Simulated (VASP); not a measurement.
## Ga3As3CO: single point with PBE+D3(BJ)

Ga3As3CO, a slab with vacuum:

```
Ga As O C
1.0
     4.01370    0.00000    0.00000
     0.00000    5.67623    0.00000
     0.00000    0.00000   23.33527
Ga As O C
3 3 1 1
Direct
  0.50000 0.50000 0.17141
  0.00000 0.06538 0.26800
  0.50000 0.48946 0.32285
  0.00000 0.25000 0.17141
  0.50000 0.81022 0.25049
  0.00000 0.28876 0.35934
  0.50000 0.95542 0.49647
  0.50000 0.95542 0.54575
```

| Item | Value |
| --- | --- |
| Program | VASP 6.6.1 |
| Task | single point |
| Functional | PBE |
| Dispersion | D3(BJ) |
| Potentials or basis | VASP PAW PBE potentials, release 64 (Ga_d, As, O, C) |
| Cutoff | 520 eV |
| k mesh | 7 × 5 × 1 |
| Occupations | gaussian, width 0.05 eV |
| Spin | no spin polarisation |
| Dipole correction | yes |
| Further INCAR settings | ALGO = Normal; EDIFF = 1e-06; NBANDS = 42 |

| Item | Value |
| --- | --- |
| Largest force | 1.107 eV/Å |
| Band gap on the k mesh | 0.40 eV (least direct gap 0.75 eV) |
| Dispersion energy per atom | -0.157 eV |

Forces on the atoms (eV/Å):
```
Ga   0.000 -0.310  1.030
Ga   0.000 -0.009  0.017
Ga   0.000  0.006  0.012
As   0.000  0.317 -1.061
As   0.000  0.011 -0.013
As   0.000 -0.012  0.053
O    0.000 -0.010  0.700
C    0.000  0.007 -0.738
```

Levels at points of the mesh, in eV from the valence-band top:
| k point | band 28 | band 29 | band 30 | band 31 | band 32 | band 33 | band 34 | band 35 | band 36 | band 37 |
| --- | --- | --- | --- | --- | --- | --- | --- | --- | --- | --- |
| (0.00, 0.00, 0.00) | -1.98 | -1.32 | -0.89 | -0.86 | 0.00 | 0.75 | 1.62 | 2.31 | 2.57 | 2.91 |

Run time: 4.1 min on 1 thread of Intel(R) Xeon(R) 6975P-C (Granite Rapids), on a shared host, peak memory 0.64 GiB.
